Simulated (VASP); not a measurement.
Write the native input for VASP 6.6.1 that does the following.

```
Task                   : single point
Functional             : PBE
Potentials or basis    : VASP PAW PBE potentials, release 64 (Si)
Cutoff                 : 520 eV
k mesh                 : 5 × 5 × 5
Occupations            : methfessel-paxton, width 0.0548 eV
Spin                   : no spin polarisation
Dipole correction      : no
Further INCAR settings : ALGO = Normal; EDIFF = 1e-07; NBANDS = 21
```

The structure of Si lies in POSCAR:

```
Si
1.0
   -3.4227699337      3.4227699337      3.4227699337
    3.4227699337     -3.4227699337      3.4227699337
    3.4227699337      3.4227699337     -3.4227699337
Si
6
Direct
    0.7500000000      0.2500000000      0.5000000000
    0.7500000000      0.5000000000      0.2500000000
    0.5000000000      0.2500000000      0.7500000000
    0.2500000000      0.5000000000      0.7500000000
    0.2500000000      0.7500000000      0.5000000000
    0.5000000000      0.7500000000      0.2500000000
```

These files were run (other wordings do the same):

INCAR

```
SYSTEM = Si
ALGO     = Normal         ! electronic algorithm
EDIFF    = 1E-7           ! SCF threshold, eV
ENCUT    = 520            ! plane-wave cutoff, eV
GGA      = PE             ! functional
ISIF     = 2              ! what is computed and relaxed
ISMEAR   = 1              ! smearing method
LASPH    = .True.         ! aspherical terms in the spheres
LCHARG   = .False.        ! write CHGCAR
LREAL    = .False.        ! projectors in reciprocal space
LWAVE    = .False.        ! write WAVECAR
NBANDS   = 21             ! bands
NELM     = 100            ! most SCF steps
PREC     = Accurate       ! precision mode
SIGMA    = 0.0548         ! smearing width, eV
```

KPOINTS

```
k-points
0
Gamma
  5 5 5
  0 0 0
```

Potentials or basis: VASP PAW PBE potentials, release 64 (Si).

Launch:

```bash
$ cat potpaw_PBE.64/Si/POTCAR > POTCAR
$ mpirun -np 1 vasp_std > vasp.out
```

Results of the run:

```json
{
  "Pressure": "-3.0 GPa",
  "Band gap on the k mesh": "0.42 eV, direct"
}
```

Wall time 56 s on 1 thread of Intel Xeon 8259CL, on a shared host, peak memory 0.31 GiB.
